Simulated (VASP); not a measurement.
Input of a VASP 6.6.1 run:

Contents of INCAR:

```
ALGO = Fast
EDIFF = 1E-7
ENCUT = 520
GGA = PE
ISIF = 2
ISMEAR = 0
LASPH = T
LCHARG = F
LREAL = F
LWAVE = F
NBANDS = 13
NELM = 100
PREC = Accurate
SIGMA = 0.15
```

KPOINTS

```
k-points
0
Gamma
  22 22 22
```

File POSCAR:

```
W
1.0
   -1.1986162203      1.6631813610      1.6631813610
    1.6631813610     -1.1986162203      1.6631813610
    1.6631813610      1.6631813610     -1.1986162203
W
1
Direct
    0.0000000000      0.0000000000      0.0000000000
```

Potentials or basis: VASP PAW PBE potentials, release 64 (W_sv).

Run with:

```console
$ cat potpaw_PBE.64/W_sv/POTCAR > POTCAR
$ mpirun -np 1 vasp_std > vasp.out
```

Task: Predict the band gap on the k mesh.

Result: Zero (band 7 reaches 11.70 eV, above the bottom of band 8 at 9.09 eV).

Task: Estimate the pressure.

Result: 0.9 GPa.

Stress tensor (GPa, compression positive):
```
  0.92 -14.31 -14.31
-14.31   0.92 -14.31
-14.31 -14.31   0.92
```

Caveat: spin-orbit coupling is left out, which moves the levels of the heavy elements.
